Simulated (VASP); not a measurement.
Input of a VASP 6.6.1 run:

Contents of INCAR:

```
PREC = Accurate
ENCUT = 520
EDIFF = 1E-6
ISMEAR = 0
SIGMA = 0.05
LREAL = F
LASPH = T
NELM = 100
ALGO = Normal
ISIF = 2
LWAVE = F
LCHARG = F
GGA = PE
NBANDS = 11
```

The input KPOINTS:

```
Automatic mesh
0
Gamma
  12 12 12
```

Contents of POSCAR:

```
SiC
1.0
    0.0000000000      2.1740000000      2.1740000000
    2.1740000000      0.0000000000      2.1740000000
    2.1740000000      2.1740000000      0.0000000000
Si C
1 1
Direct
    0.1626280546      0.0000000000      0.0000000000
    0.7500000000      0.7500000000      0.7500000000
```

Potentials or basis: VASP PAW PBE potentials, release 64 (Si, C).

Run with:

```console
$ cat potpaw_PBE.64/Si/POTCAR potpaw_PBE.64/C/POTCAR > POTCAR
$ mpirun -np 1 vasp_std > vasp.out
```

**Question.** What does it give for the largest force?

**Answer.** 15.130 eV/Å.

**Question.** Estimate the pressure.

**Answer.** 39.4 GPa.

Stress tensor (GPa, compression positive):
```
 67.33 -38.99 -38.99
-38.99  25.42  33.04
-38.99  33.04  25.42
```

Caveat: the cell differs from its parent crystal (all Si atoms moved -0.500 Å, as atom 1 towards its neighbour atom 1 (Si) at 3.075 Å); forces of over 1 eV/Å act on the atoms, so gaps and moduli don't describe the material at rest.
